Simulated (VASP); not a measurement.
A run of VASP 6.6.1 is set up as follows.

The input INCAR:

```
ALGO = Normal ; EDIFF = 1E-6
EDIFFG = -0.01 ; ENCUT = 600
GGA = CA ; IBRION = 2
ISIF = 3 ; ISMEAR = -1
LASPH = T ; LCHARG = F
LREAL = F ; LWAVE = F
NELM = 60 ; NSW = 60
PREC = Accurate ; SIGMA = 0.05
```

File KPOINTS:

```
k-points
0
Gamma
  12 12 12
```

POSCAR

```
Re
1.0
    0.0000000000      1.9750000000      1.9750000000
    1.9750000000      0.0000000000      1.9750000000
    1.9750000000      1.9750000000      0.0000000000
Re
1
Direct
    0.0000000000      0.0000000000      0.0000000000
```

Potentials or basis: VASP PAW LDA potentials, release 64 (Re).

The run is started by

```bash
$ cat potpaw_LDA.64/Re/POTCAR > POTCAR
$ mpirun -np 1 vasp_std > vasp.out
```

Estimate the relaxed volume.

14.44 Å³/atom.

Predict the space group after relaxing (to 0.05 Å).

Fm-3m (No. 225).

Estimate the relaxed cell.

a = 2.734 Å, b = 2.734 Å, c = 2.734 Å, α = 60.00°, β = 60.00°, γ = 60.00°.

Step by step:
```
step  energy change (eV)  largest force (eV/Å)  pressure (GPa)  volume (Å³)
   1              0.0000                0.0000          -22.95        15.41
   2              1.6463                0.0000          201.65        10.99
   3             -0.0717                0.0000           -3.54        14.57
   4             -0.0729                0.0000           -1.10        14.48
   5             -0.0731                0.0000            0.01        14.44
```

 Zero-point motion and thermal expansion aren't in these numbers.
